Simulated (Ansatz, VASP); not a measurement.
## InGaAs2 in VASP and in Ansatz

Contents of INCAR:

```
PREC = Accurate
ENCUT = 520
EDIFF = 1E-7
ISMEAR = 0
SIGMA = 0.15
LREAL = False
LASPH = True
NELM = 60
ALGO = Normal
ISIF = 2
LWAVE = False
LCHARG = False
GGA = PS
NBANDS = 26
```

Contents of KPOINTS:

```
regular mesh
0
Gamma
  12 12 10
```

The input POSCAR:

```
InGaAs2
1.0
    4.5512445769      0.0000000000      0.0000000000
    0.0000000000      4.5512445769      0.0000000000
    0.0000000000      0.0000000000      5.1380233913
In Ga As
1 1 2
Direct
    0.0000000000      0.0000000000      0.5000000000
    0.5000000000      0.5000000000      0.0000000000
    0.5000000000      0.0000000000      0.7684750000
    0.0000000000      0.5000000000      0.2315250000
```

Input for Ansatz:

```yaml
crystal:
  lattice:
    - [4.5512445769, 0.0, 0.0]
    - [0.0, 4.5512445769, 0.0]
    - [0.0, 0.0, 5.1380233913]
  atoms:
    - { symbol: In, position: [0.0, 0.0, 0.5] }
    - { symbol: Ga, position: [0.5, 0.5, 0.0] }
    - { symbol: As, position: [0.5, 0.0, 0.768475] }
    - { symbol: As, position: [0.0, 0.5, 0.231525] }
basis:
  ecutwfc: 420
kpoints:
  mp_grid: { grid: [12, 12, 10] }
hamiltonian:
  xc: pbesol
scf:
  occupations: { method: gaussian, width: 0.15 }
output:
  forces: true
  stress: true
  eigenvalues: true
```

Alike in both runs: task single point; functional PBEsol; k mesh 12 × 12 × 10; occupations gaussian, width 0.15 eV; no spin polarisation.

|  | VASP | Ansatz |
| --- | --- | --- |
| version | VASP 6.6.1 | Ansatz 0.2.0 |
| potentials or method | VASP PAW PBE potentials, release 64 (In_d, Ga_d, As), cutoff 520 eV | scalar-relativistic, plane waves, PAW |
| valence electrons in the cell | 36 | 56 |

Ansatz gave:

| Quantity | Value |
| --- | --- |
| gap on the k mesh at the Fermi level (eV) | none |
| pressure (GPa) | -3.3 |
| traceless stress, the component that is largest in VASP (GPa) | 4.25 |
| rms of the force components (eV/Å) | 0.062 |

Task: What did VASP give for the same quantities?

Result: gap on the k mesh at the Fermi level (eV): none; pressure (GPa): -3.2; traceless stress, the component that is largest in VASP (GPa): 4.23; rms of the force components (eV/Å): 0.063.

VASP's potentials were made for PBE, not for PBEsol. Atom by atom the forces differ by 0.000 eV/Å (rms over components). A gap of «none» marks a metal or a gap that the smearing closes. VASP's potentials hold 36 valence electrons a cell and Ansatz's 56, so a difference there can come from the potentials and not from the codes.
